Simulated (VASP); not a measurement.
Input of a VASP 6.6.1 run:

Contents of INCAR:

```
SYSTEM = SiO2
PREC = Accurate
ENCUT = 910
EDIFF = 1E-6
ISMEAR = 0
SIGMA = 0.05
LREAL = .FALSE.
LASPH = .TRUE.
NELM = 120
ALGO = Normal
ISIF = 2
LWAVE = .FALSE.
LCHARG = .FALSE.
NBANDS = 25
GGA_COMPAT = .FALSE.
```

Contents of KPOINTS:

```
Automatic mesh
0
G
  6 6 8
  0 0 0
```

POSCAR

```
SiO2
1.0
    4.1551517022      0.0000000000      0.0000000000
    0.0000000000      4.1551517022      0.0000000000
    0.0000000000      0.0000000000      2.4697000000
Si O
2 4
Direct
    0.5000000000      0.5000000000      0.5000000000
    0.0000000000      0.0000000000      0.0000000000
    0.6944252994      0.6944252994      0.0000000000
    0.1944252994      0.8055747006      0.5000000000
    0.3055747006      0.3055747006      0.0000000000
    0.8055747006      0.1944252994      0.5000000000
```

Potentials or basis: VASP PAW LDA potentials, release 64 (Si, O_h).

Launch:

```bash
$ cat potpaw_LDA.64/Si/POTCAR potpaw_LDA.64/O_h/POTCAR > POTCAR
$ mpirun -np 1 vasp_std > vasp.out
```

**Question.** What does it give for the largest force?

**Answer.** 0.372 eV/Å.

**Question.** Estimate the pressure.

**Answer.** 35.4 GPa.

**Question.** What does it give for the band gap on the k mesh?

**Answer.** 7.41 eV, direct.

Forces in eV/Å, atoms in the order of the input:
```
Si   0.000  0.000  0.000
Si   0.000  0.000  0.000
O    0.263  0.263  0.000
O    0.263 -0.263  0.000
O   -0.263 -0.263  0.000
O   -0.263  0.263  0.000
```

Caveat: the cutoff is under 1.25 times the usual one of these potentials, so pressure, stress and relaxed cells hold a basis-set (Pulay) error. A k mesh can miss the band edges.
